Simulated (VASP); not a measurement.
# Au in VASP: notebook, part 3 of 3

VASP 6.6.1. Earlier steps stand in the parts before.

## (6) Single point, PBEsol (biaxial strain in the a-b plane: +2.0 %)

The input, INCAR:

```
PREC = Accurate
ENCUT = 520
EDIFF = 1E-6
ISMEAR = 0
SIGMA = 0.1
LREAL = False
LASPH = True
NELM = 100
ALGO = Fast
ISIF = 2
LWAVE = False
LCHARG = True
GGA = PS
LELF = True
LVHAR = True
NBANDS = 18
```

The input, KPOINTS:

```
regular mesh
0
Gamma
  16 16 16
```

The input, POSCAR:

```
Au
1.0
    3.3069897241      0.0000000000      0.0000000000
    0.0000000000      3.3069897241      0.0000000000
    0.0000000000      0.0000000000      3.2032410269
Au
2
Direct
    0.0000000000      0.0000000000      0.0000000000
    0.5000000000      0.5000000000      0.5000000000
```

Potentials or basis: VASP PAW PBE potentials, release 64 (Au).

The run is started by

```
$ cat potpaw_PBE.64/Au/POTCAR > POTCAR
$ mpirun -np 1 vasp_std > vasp.out
```

OUTCAR:

```text
PREC = Accurate
   ENCUT = 520
   EDIFF = 1E-6
   ISMEAR = 0
   LREAL = False
   LASPH = True
   NELM = 100
   ISIF = 2
   GGA = PS

 ion  position               nearest neighbor table
   1  0.000  0.000  0.000-   2 2.83   2 2.83   2 2.83   2 2.83   2 2.83   2 2.83   2 2.83   2 2.83

   2  0.500  0.500  0.500-   1 2.83   1 2.83   1 2.83   1 2.83   1 2.83   1 2.83   1 2.83   1 2.83

  LATTYP: Found a simple tetragonal cell.
 ALAT       =     3.3069897241
 C/A-ratio  =     0.9686274510

  Lattice vectors:

 A1 = (   3.3069897241,   0.0000000000,   0.0000000000)
 A2 = (   0.0000000000,   3.3069897241,   0.0000000000)
 A3 = (   0.0000000000,   0.0000000000,   3.2032410269)

Analysis of symmetry for initial positions (statically):
=====================================================================
 Subroutine PRICEL returns following result:

  LATTYP: Found a body centered tetragonal cell.
 ALAT       =     3.3069897241
 C/A-ratio  =     0.9686274510

  Lattice vectors:

 A1 = (  -1.6534948621,  -1.6534948621,  -1.6016205134)
 A2 = (   1.6534948621,   1.6534948621,  -1.6016205134)
 A3 = (   1.6534948621,  -1.6534948621,   1.6016205134)

   2 primitive cells build up your supercell.

 Routine SETGRP: Setting up the symmetry group for a
 simple tetragonal supercell.

 Subroutine GETGRP returns: Found 16 space group operations
 (whereof 16 operations were pure point group operations)
 out of a pool of 16 trial point group operations.

The static configuration has the point symmetry D_4h.

Analysis of symmetry for dynamics (positions and initial velocities):
=====================================================================
 Subroutine PRICEL returns following result:

  LATTYP: Found a body centered tetragonal cell.
 ALAT       =     3.3069897241
 C/A-ratio  =     0.9686274510

  Lattice vectors:

 A1 = (  -1.6534948621,  -1.6534948621,  -1.6016205134)
 A2 = (   1.6534948621,   1.6534948621,  -1.6016205134)
 A3 = (   1.6534948621,  -1.6534948621,   1.6016205134)

   2 primitive cells build up your supercell.

 Routine SETGRP: Setting up the symmetry group for a
 simple tetragonal supercell.

 Subroutine GETGRP returns: Found 16 space group operations
 (whereof 16 operations were pure point group operations)
 out of a pool of 16 trial point group operations.

The dynamic configuration has the point symmetry D_4h.

 Subroutine INISYM returns: Found 16 space group operations
 (whereof 16 operations are pure point group operations),
 and found     2 'primitive' translations

----------------------------------------------------------------------------------------

                                     Primitive cell

  volume of cell :      17.5156

  direct lattice vectors                    reciprocal lattice vectors
    -1.653494862 -1.653494862 -1.601620513     0.000000000 -0.302389812 -0.312183814
     1.653494862  1.653494862 -1.601620513     0.302389812  0.000000000 -0.312183814
     1.653494862 -1.653494862  1.601620513     0.302389812 -0.302389812  0.000000000

  length of vectors
     2.834303933  2.834303933  2.834303933     0.434624357  0.434624357  0.427643773

[... 27 lines left out ...]

 Subroutine IBZKPT returns following result:
 ===========================================

 Found    405 irreducible k-points:

 Following reciprocal coordinates:
            Coordinates               Weight
  0.000000  0.000000  0.000000      1.000000
  0.062500  0.000000  0.000000      4.000000
  0.125000  0.000000  0.000000      4.000000
  0.187500  0.000000  0.000000      4.000000
  0.250000  0.000000  0.000000      4.000000
  0.312500  0.000000  0.000000      4.000000
[... 16 lines left out ...]
  0.437500  0.125000  0.000000      8.000000
  0.500000  0.125000  0.000000      4.000000
 [... further k-points ...]
   k-points           NKPTS =    405   k-points in BZ     NKDIM =    405   number of bands    NBANDS=     18
   number of dos      NEDOS =    301   number of ions     NIONS =      2
   total plane-waves  NPLWV =  18816
   dimension x,y,z NGX =    28 NGY =   28 NGZ =   24
   dimension x,y,z NGXF=    56 NGYF=   56 NGZF=   48
   ions per type =               2
   NGX,Y,Z   is equivalent  to a cutoff of  14.08, 14.08, 12.46 a.u.
   NGXF,Y,Z  is equivalent  to a cutoff of  28.15, 28.15, 24.91 a.u.
 SYSTEM =  unknown system
   PREC   = accura    normal or accurate (medium, high low for compatibility)
   ISTART =      0    job   : 0-new  1-cont  2-samecut
   ICHARG =      2    charge: 1-file 2-atom 10-const
   ISPIN  =      1    spin polarized calculation?
   LNONCOLLINEAR =      F non collinear calculations
   LSORBIT =      F    spin-orbit coupling
   LASPH  =      T    aspherical Exc in radial PAW
   ENCUT  =  520.0 eV  38.22 Ry    6.18 a.u.   6.15  6.15  5.96*2*pi/ulx,y,z
   NELM   =    100;   NELMIN=  2; NELMDL= -5     # of ELM steps
   EDIFF  = 0.1E-05   stopping-criterion for ELM
   LREAL  =      F    real-space projection
   EDIFFG = 0.1E-04   stopping-criterion for IOM
   NSW    =      0    number of steps for IOM
   IBRION =     -1    ionic relax: 0-MD 1-quasi-New 2-CG
   NFREE  =      0    steps in history (QN), initial steepest desc. (CG)
   ISIF   =      2    stress and relaxation
   ISYM   =      2    0-nonsym 1-usesym 2-fastsym
   POTIM  = 0.5000    time-step for ionic-motion
   TEBEG  =    0.0;   TEEND  =   0.0 temperature during run
   PSTRESS=    0.0 pullay stress
   NELECT =      22.0000    total number of electrons
   NUPDOWN=      -1.0000    fix difference up-down
   EMIN   =  10.00;   EMAX   =-10.00  energy-range for DOS
   EFERMI =   0.00;   METHOD = LEGACY
   ISMEAR =     0;   SIGMA  =   0.10  broadening in eV -4-tet -1-fermi 0-gaus
   EFERMI_NEDOS =   21; number of points for ismear=-14 and -15
   IALGO  =     68    algorithm
   IMIX   =      4    mixing-type and parameters
     AMIX     =   0.40;   BMIX     =  1.00
     AMIX_MAG =   1.60;   BMIX_MAG =  1.00
  volume/ion in A,a.u.               =      17.52       118.20
  Fermi-wavevector in a.u.,A,eV,Ry     =   1.401944  2.649290 26.741524  1.965447
  Thomas-Fermi vector in A             =   2.524755
   LORBIT       =      0    0 simple, 1 ext, 2 COOP (PROOUT), +10 PAW based schemes
   GGA     = PS    functional components
   LHFCALC =     F    Hartree Fock is set to
   AEXX    =    0.0000 exact exchange contribution
   IVDW    =     0    specifies the selected vdW correction
   LEPSILON=     F    determine dielectric tensor
   LRPA    =     F    only Hartree local field effects (RPA)
 non-spin polarized calculation
 RMM-DIIS sequential band-by-band and
 Gauss-broadening in eV      SIGMA  =   0.10
  energy-cutoff  :      520.00
  volume of cell :       35.03
 maximum number of plane-waves:       960
 NGX is ok and might be reduce to    28
   NGX = 13   NGY = 13   NGZ = 11

 number of electron      22.0000005 magnetization

 Free energy of the ion-electron system (eV)
  ---------------------------------------------------
  ext. energy  EPLUGINS =         0.00000000
  ---------------------------------------------------
  free energy    TOTEN  =        -7.79445493 eV

  energy without entropy =       -7.79241193  energy(sigma->0) =       -7.79343343

 E-fermi :   8.7972     XC(G=0): -12.7245

 val. band max:        8.7853686497   @ k =   0.1875   0.1250   0.4375
 cond. band min:       8.8044048737   @ k =   0.2500   0.1875   0.5000
 fundamental gap:      0.0190362241
 Fermi energy:         8.7972123189

 k-point     1 :       0.0000    0.0000    0.0000
  band No.  band energies     occupation
      1      -0.7948      2.00000
      2       2.2378      2.00000
      3       2.2447      2.00000
      4       3.9887      2.00000
      5       4.1948      2.00000
      6       4.1948      2.00000
[... 481 lines left out ...]
      5       4.3480      2.00000
      6       4.3480      2.00000
[... 10 lines left out ...]
     17      23.1475      0.00000
     18      23.1475      0.00000

 [... further k-points ...]

------------------------ aborting loop because EDIFF is reached ----------------------------------------

  FORCE on cell =-STRESS in cart. coord.  units (eV):
  Direction    XX          YY          ZZ          XY          YZ          ZX
  --------------------------------------------------------------------------------------
  -------------------------------------------------------------------------------------
  Total       -0.9279599     -0.9279599     -1.0176414      0.0000000      0.0000000      0.0000000
  in kB      -42.4408902    -42.4408902    -46.5425373      0.0000000      0.0000000      0.0000000
  external PRESSURE =     -43.8081059 kB  Pullay stress =       0.0000000 kB

 VOLUME and BASIS-vectors are now :
 -----------------------------------------------------------------------------
  energy-cutoff  :      520.00
  volume of cell :       35.03
      direct lattice vectors                 reciprocal lattice vectors
     3.306989724  0.000000000  0.000000000     0.302389812  0.000000000  0.000000000
     0.000000000  3.306989724  0.000000000     0.000000000  0.302389812  0.000000000
     0.000000000  0.000000000  3.203241027     0.000000000  0.000000000  0.312183814

 POSITION                                       TOTAL-FORCE (eV/Angst)
 -----------------------------------------------------------------------------------
      0.00000      0.00000      0.00000        -0.000000     -0.000000     -0.000000
      1.65349      1.65349      1.60162         0.000000      0.000000      0.000000
 -----------------------------------------------------------------------------------
    total drift:                                0.000000      0.000000      0.000000

  FREE ENERGIE OF THE ION-ELECTRON SYSTEM (eV)
  ---------------------------------------------------
  free  energy   TOTEN  =        -7.7944549286 eV

  energy  without entropy=       -7.7924119296  energy(sigma->0) =       -7.79343343
```

OSZICAR:

```text
N       E                     dE             d eps       ncg     rms          rms(c)
DAV:   1     0.121075652422E+03    0.12108E+03   -0.11456E+04 15006   0.117E+03
DAV:   2    -0.638717160786E+01   -0.12746E+03   -0.12151E+03 15542   0.258E+02
DAV:   3    -0.848397947997E+01   -0.20968E+01   -0.20853E+01 16506   0.332E+01
DAV:   4    -0.849335367916E+01   -0.93742E-02   -0.93734E-02 15852   0.240E+00
DAV:   5    -0.849343785447E+01   -0.84175E-04   -0.84174E-04 16132   0.239E-01    0.121E+01
RMM:   6    -0.783953254919E+01    0.65391E+00   -0.11692E+00 14586   0.799E+00    0.761E+00
RMM:   7    -0.780000867945E+01    0.39524E-01   -0.12170E-01 14892   0.274E+00    0.381E+00
RMM:   8    -0.779460877879E+01    0.53999E-02   -0.11825E-02 15015   0.853E-01    0.589E-01
RMM:   9    -0.779444986459E+01    0.15891E-03   -0.14574E-03 15493   0.290E-01    0.151E-01
RMM:  10    -0.779446046990E+01   -0.10605E-04   -0.19877E-04 15632   0.942E-02    0.129E-01
RMM:  11    -0.779445481036E+01    0.56595E-05   -0.33384E-05 15516   0.396E-02    0.171E-02
RMM:  12    -0.779445492857E+01   -0.11821E-06   -0.44105E-06 12662   0.134E-02
   1 F= -.77944549E+01 E0= -.77934334E+01  d E =-.204300E-02
```

Wall time 4.6 min (1 thread of Intel Xeon 8259CL, shared host); peak memory 0.32 GiB.

What came out:

```yaml
Free_energy: -7.7945 eV
Pressure: -4.4 GPa
Band_gap_on_the_k_mesh: zero (bands 11 and 12 overlap by 5.04 eV)
```

Stress tensor (GPa, compression positive):
```
-4.24  0.00  0.00
 0.00 -4.24  0.00
 0.00  0.00 -4.65
```

Levels at points of the mesh, in eV from the Fermi level:
```tsv
k point	band 7	band 8	band 9	band 10	band 11	band 12	band 13	band 14	band 15	band 16
(0.00, 0.00, 0.00)	-2.94	-2.69	-1.72	-1.72	-1.66	5.96	5.96	6.88	9.36	15.41
(0.50, 0.00, 0.00)	-3.95	-3.95	-3.28	-3.28	-2.01	-2.01	12.61	12.61	13.21	13.21
(0.50, 0.50, 0.00)	-2.69	-2.69	-1.36	-1.36	-0.67	-0.67	3.26	3.26	12.67	12.67
(0.00, 0.00, 0.50)	-4.13	-4.13	-3.36	-3.36	-1.63	-1.63	12.22	12.22	13.56	13.56
(0.50, 0.00, 0.50)	-2.53	-2.53	-1.32	-1.32	-0.48	-0.48	3.52	3.52	12.22	12.22
(0.50, 0.50, 0.50)	-2.63	-2.63	-2.51	-2.51	2.81	2.81	6.91	6.91	7.20	7.20
```

Caveat: the cell differs from its parent crystal (biaxial strain in the a-b plane: +2.0 %); the cell stands under tension; the PAW data sets were made with another functional, which shifts forces and pressure a little; spin-orbit coupling is left out, which moves the levels of the heavy elements.

## (7) Overview

| task | cell | k mesh | cutoff (eV) | gap on the mesh (eV) | pressure (GPa) |
| --- | --- | --- | --- | --- | --- |
| relaxation of cell and atoms | relaxed to 12 GPa from a = 2.752 Å, angles 109.5°, 1 atom, atomic positions A | 18 × 18 × 18 | 600 | none | 12.0 |
| relaxation of cell and atoms | relaxed to 4 GPa from a = 2.787 Å, angles 109.5°, 1 atom, atomic positions A | 18 × 18 × 18 | 600 | none | 4.0 |
| relaxation of cell and atoms | relaxed to 1 GPa from a = 2.799 Å, angles 109.5°, 1 atom, atomic positions A | 18 × 18 × 18 | 600 | none | 1.0 |
| relaxation of cell and atoms | relaxed to -1 GPa from a = 2.817 Å, angles 109.5°, 1 atom, atomic positions A | 18 × 18 × 18 | 600 | none | -1.0 |
| single point | a = 3.307, b = 3.307, c = 3.203 Å, 2 atoms, atomic positions B | 16 × 16 × 16 | 520 | none | -4.4 |

Alike in all rows: level PBEsol; potentials or basis VASP PAW PBE potentials, release 64 (Au); no spin polarisation; smearing gaussian 0.1 eV.

Caveats: the PAW data sets were made with another functional, which shifts forces and pressure a little; spin-orbit coupling is left out, which moves the levels of the heavy elements; the cell is relaxed towards a set pressure, so the run minimises the enthalpy, not the energy (at least some runs); the cell stands under tension (at least some runs).

Absolute energies hang on the potentials; compare differences alone.
